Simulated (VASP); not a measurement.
## HfB: vibrations by perturbation theory with PBE

HfB:

```
CELL_PARAMETERS angstrom
0.00000 2.40187 2.40187
2.40187 0.00000 2.40187
2.40187 2.40187 0.00000
ATOMIC_POSITIONS crystal
Hf 0.50000 0.50000 0.50000
B 0.00000 0.00000 0.00000
```

This cell differs from its parent crystal: phonons at volume x 0.98.

```json
{"Program": "VASP 6.6.1", "Task": "vibrations by perturbation theory", "Functional": "PBE", "Potentials or basis": "VASP PAW PBE potentials, release 64 (Hf_pv, B)", "Cutoff": "500 eV", "k mesh": "16 × 16 × 16", "Occupations": "fermi-dirac, width 0.15 eV", "Spin": "no spin polarisation", "Dipole correction": "no", "Further INCAR settings": "ALGO = Normal; EDIFF = 1e-08; IBRION = 8; NSW = 1"}
```

```
Highest phonon frequency at Γ, LO-TO splitting left out : 467 cm⁻¹
```

Phonon frequencies in cm⁻¹ (negative: imaginary):
| q point | frequencies |
| --- | --- |
| (0.000, 0.000, 0.000) | 0 0 0 467 467 467 |

Run time: 5.2 min on 1 thread of Intel(R) Xeon(R) Platinum 8488C (Sapphire Rapids) (shared host), peak memory 0.34 GiB.

Caveat: the cell differs from its parent crystal (phonons at volume x 0.98); the cell wasn't relaxed at this level first, which shifts response properties.
